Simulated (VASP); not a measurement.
# La (Im-3m) in VASP: a series of runs, part 2 of 2

VASP 6.6.1. The steps go on from the part before.

## (3) Single point, PBEsol (volume scaled by 0.92)

The input, INCAR:

```
ALGO     = Normal         # electronic algorithm
EDIFF    = 1E-7           # SCF threshold, eV
ENCUT    = 520            # plane-wave cutoff, eV
GGA      = PS             # functional
ISIF     = 2              # what is computed and relaxed
ISMEAR   = -1             # smearing method
LASPH    = T              # aspherical terms in the spheres
LCHARG   = F              # write CHGCAR
LREAL    = F              # projectors in reciprocal space
LWAVE    = F              # write WAVECAR
NBANDS   = 12             # bands
NELM     = 60             # most SCF steps
PREC     = Accurate       # precision mode
SIGMA    = 0.1            # smearing width, eV
```

The input, KPOINTS:

```
k-points
0
Gamma
  12 12 12
```

The input, POSCAR:

```
La
1.0
   -2.0014499361      2.0014499361      2.0014499361
    2.0014499361     -2.0014499361      2.0014499361
    2.0014499361      2.0014499361     -2.0014499361
La
1
Direct
    0.0000000000      0.0000000000      0.0000000000
```

Potentials or basis: VASP PAW PBE potentials, release 64 (La).

Launch:

```
> cat potpaw_PBE.64/La/POTCAR > POTCAR
> mpirun -np 1 vasp_std > vasp.out
```

Run time: 26 s. Hardware: 1 thread of AMD EPYC 7R13 (Zen 3), shared host; peak memory 0.16 GiB.

The run converged. Its results:

- Free energy: -5.2267 eV
- Pressure: 2.7 GPa

Levels at points of the mesh, in eV from the Fermi level:
```
           k point  band 4  band 5  band 6  band 7  band 8  band 9
(0.00, 0.00, 0.00)  -15.22   -3.04    1.64    1.64    1.64    1.74
(0.50, 0.00, 0.00)  -15.27   -2.03   -0.35    1.76    1.96    2.25
(0.50, 0.50, 0.50)  -16.62   -2.32   -2.32    1.97    2.22    2.22
```

Caveat: the cell differs from its parent crystal (volume scaled by 0.92); the PAW data sets were made with another functional, which shifts forces and pressure a little; spin-orbit coupling is left out, which moves the levels of the heavy elements.

## (4) Single point, PBEsol (volume scaled by 0.96)

The input, INCAR:

```
PREC = Accurate ; ENCUT = 520
EDIFF = 1E-6 ; ISMEAR = -1
SIGMA = 0.1 ; LREAL = F
LASPH = T ; NELM = 60
ALGO = Normal ; ISIF = 2
LWAVE = F ; LCHARG = F
GGA = PS ; NBANDS = 12
```

The input, KPOINTS:

```
regular mesh
0
Gamma
  12 12 12
```

The input, POSCAR:

```
La
1.0
   -2.0300459415      2.0300459415      2.0300459415
    2.0300459415     -2.0300459415      2.0300459415
    2.0300459415      2.0300459415     -2.0300459415
La
1
Direct
    0.0000000000      0.0000000000      0.0000000000
```

Potentials or basis: VASP PAW PBE potentials, release 64 (La).

Launch:

```
> cat potpaw_PBE.64/La/POTCAR > POTCAR
> mpirun -np 1 vasp_std > vasp.out
```

OUTCAR:

```text
PREC = Accurate
   ENCUT = 520
   EDIFF = 1E-6
   ISMEAR = -1
   LREAL = F
   LASPH = T
   NELM = 60
   ISIF = 2
   GGA = PS

 ion  position               nearest neighbor table
   1  0.000  0.000  0.000-

  LATTYP: Found a body centered cubic cell.
 ALAT       =     4.0600918830

  Lattice vectors:

 A1 = (  -2.0300459415,   2.0300459415,   2.0300459415)
 A2 = (   2.0300459415,  -2.0300459415,   2.0300459415)
 A3 = (   2.0300459415,   2.0300459415,  -2.0300459415)

[... 528 lines left out ...]
      3      -7.3482      2.00000
      4      -6.8301      2.00000
      5       7.2913      2.00000
      6       8.4662      1.86540
      7      10.5976      0.00000
      8      10.5994      0.00000
      9      10.8788      0.00000
     10      11.1994      0.00000
     11      11.2116      0.00000
     12      11.2814      0.00000

 [... further k-points ...]
[... 5 lines left out ...]
  --------------------------------------------------------------------------------------
  -------------------------------------------------------------------------------------
  Total        0.2820456      0.2820456      0.2820456     -0.0000000      0.0000000      0.0000000
  in kB       13.5036877     13.5036877     13.5036877     -0.0000000      0.0000000      0.0000000
  external PRESSURE =      13.5036877 kB  Pullay stress =       0.0000000 kB

 VOLUME and BASIS-vectors are now :
 -----------------------------------------------------------------------------
  energy-cutoff  :      520.00
  volume of cell :       33.46
      direct lattice vectors                 reciprocal lattice vectors
    -2.030045942  2.030045942  2.030045942     0.000000000  0.246299845  0.246299845
     2.030045942 -2.030045942  2.030045942     0.246299845  0.000000000  0.246299845
     2.030045942  2.030045942 -2.030045942     0.246299845  0.246299845  0.000000000

 POSITION                                       TOTAL-FORCE (eV/Angst)
 -----------------------------------------------------------------------------------
      0.00000      0.00000      0.00000         0.000000      0.000000      0.000000
 -----------------------------------------------------------------------------------
    total drift:                                0.000000      0.000000      0.000000

  FREE ENERGIE OF THE ION-ELECTRON SYSTEM (eV)
  ---------------------------------------------------
  free  energy   TOTEN  =        -5.2444977249 eV

  energy  without entropy=       -5.1622283143  energy(sigma->0) =       -5.20336302
```

OSZICAR:

```text
N       E                     dE             d eps       ncg     rms          rms(c)
DAV:   1     0.904034831811E+02    0.90403E+02   -0.38550E+03  1784   0.119E+03
DAV:   2     0.661595356974E+00   -0.89742E+02   -0.85740E+02  2160   0.182E+02
DAV:   3    -0.499286116219E+01   -0.56545E+01   -0.54255E+01  2484   0.756E+01
DAV:   4    -0.526937966771E+01   -0.27652E+00   -0.27218E+00  3124   0.109E+01
DAV:   5    -0.528166657018E+01   -0.12287E-01   -0.12253E-01  2940   0.219E+00    0.241E+00
DAV:   6    -0.525832108696E+01    0.23345E-01   -0.14827E-02  3288   0.869E-01    0.138E+00
DAV:   7    -0.524477300925E+01    0.13548E-01   -0.10726E-02  3232   0.683E-01    0.143E-01
DAV:   8    -0.524448322608E+01    0.28978E-03   -0.51461E-04  3088   0.178E-01    0.151E-02
DAV:   9    -0.524449254135E+01   -0.93153E-05   -0.24950E-05  3316   0.302E-02    0.926E-03
DAV:  10    -0.524449781963E+01   -0.52783E-05   -0.15639E-06  2768   0.129E-02    0.418E-03
DAV:  11    -0.524449772487E+01    0.94764E-07   -0.50747E-08  1732   0.242E-03
   1 F= -.52444977E+01 E0= -.52033630E+01  d E =-.822694E-01
```

stdout:

```text
POSCAR found type information on POSCAR La
 POSCAR found :  1 types and       1 ions
 scaLAPACK will be used
 -----------------------------------------------------------------------------
|                                                                             |
|                                                                             |
|     You enforced a specific xc type in the INCAR file but a different       |
|     I HOPE YOU KNOW WHAT YOU ARE DOING!                                     |
|                                                                             |
 -----------------------------------------------------------------------------

 LDA part: xc-table for (Slater+PW92), standard interpolation
 POSCAR, INCAR and KPOINTS ok, starting setup
 FFT: planning ... GRIDC
 FFT: planning ... GRID_SOFT
 FFT: planning ... GRID
 WAVECAR not read
 entering main loop
```

Wall time 24 s (1 thread of AMD EPYC 7R13 (Zen 3), shared host); peak memory 0.16 GiB.

Results:

```
Free energy : -5.2445 eV
Pressure    : 1.4 GPa
```

Levels at points of the mesh, in eV from the Fermi level:
```tsv
k point	band 3	band 4	band 5	band 6	band 7	band 8	band 9	band 10
(0.00, 0.00, 0.00)	-15.39	-15.39	-3.12	1.60	1.60	1.60	1.70	1.70
(0.50, 0.00, 0.00)	-15.97	-15.42	-1.97	-0.30	1.71	1.87	2.15	2.48
(0.50, 0.50, 0.50)	-16.64	-16.64	-2.18	-2.18	1.89	2.12	2.12	2.12
```

Caveat: the cell differs from its parent crystal (volume scaled by 0.96); the PAW data sets were made with another functional, which shifts forces and pressure a little; spin-orbit coupling is left out, which moves the levels of the heavy elements.

## (5) Single point, PBEsol

This run uses another cell than the first one, of 34.86 Å³/atom, 1.136 times its volume.

The input, INCAR:

```
SYSTEM = La
  PREC = Accurate
  ENCUT = 520
  EDIFF = 1E-7
  ISMEAR = -1
  SIGMA = 0.1
  LREAL = .False.
  LASPH = .True.
  NELM = 80
  ALGO = Normal
  ISIF = 2
  LWAVE = .False.
  LCHARG = .False.
  GGA = PS
  NBANDS = 12
```

The input, KPOINTS:

```
regular mesh
0
Gamma
  12 12 12
  0 0 0
```

The input, POSCAR:

```
La
1.0
   -2.0578582461      2.0578582461      2.0578582461
    2.0578582461     -2.0578582461      2.0578582461
    2.0578582461      2.0578582461     -2.0578582461
La
1
Direct
    0.0000000000      0.0000000000      0.0000000000
```

Launch:

```
> cat potpaw_PBE.64/La/POTCAR > POTCAR
> mpirun -np 1 vasp_std > vasp.out
```

Run time: 25 s. Hardware: 1 thread of AMD EPYC 7R13 (Zen 3), shared host; peak memory 0.16 GiB.

It converged, with:

| Property | Result |
| --- | --- |
| Free energy | -5.2510 eV |
| Pressure | 0.1 GPa |

Levels at points of the mesh, in eV from the Fermi level:
| k point | band 2 | band 3 | band 4 | band 5 | band 6 | band 7 | band 8 | band 9 | band 10 | band 11 |
| --- | --- | --- | --- | --- | --- | --- | --- | --- | --- | --- |
| (0.00, 0.00, 0.00) | -15.54 | -15.54 | -15.54 | -3.18 | 1.55 | 1.55 | 1.55 | 1.64 | 1.64 | 1.64 |
| (0.50, 0.00, 0.00) | -17.21 | -16.06 | -15.57 | -1.91 | -0.26 | 1.65 | 1.78 | 2.05 | 2.37 | 2.38 |
| (0.50, 0.50, 0.50) | -16.66 | -16.66 | -16.66 | -2.06 | -2.06 | 1.82 | 2.02 | 2.02 | 2.02 | 2.58 |

Caveat: the PAW data sets were made with another functional, which shifts forces and pressure a little; spin-orbit coupling is left out, which moves the levels of the heavy elements.

## (6) The runs side by side

| cell | gap on the mesh (eV) | pressure (GPa) |
| --- | --- | --- |
| a = 3.416 Å, angles 109.5°, 1 atom | none | 4.3 |
| a = 3.467 Å, angles 109.5°, 1 atom | none | 2.7 |
| a = 3.516 Å, angles 109.5°, 1 atom | none | 1.4 |
| a = 3.564 Å, angles 109.5°, 1 atom | none | 0.1 |

Alike in all rows: task single point; level PBEsol; potentials or basis VASP PAW PBE potentials, release 64 (La); no spin polarisation; k mesh 12 × 12 × 12; cutoff (eV) 520; smearing fermi-dirac 0.1 eV.

Caveats: the PAW data sets were made with another functional, which shifts forces and pressure a little; spin-orbit coupling is left out, which moves the levels of the heavy elements.

Total energies depend on the potentials used, so only differences within one code and one set of settings carry meaning.
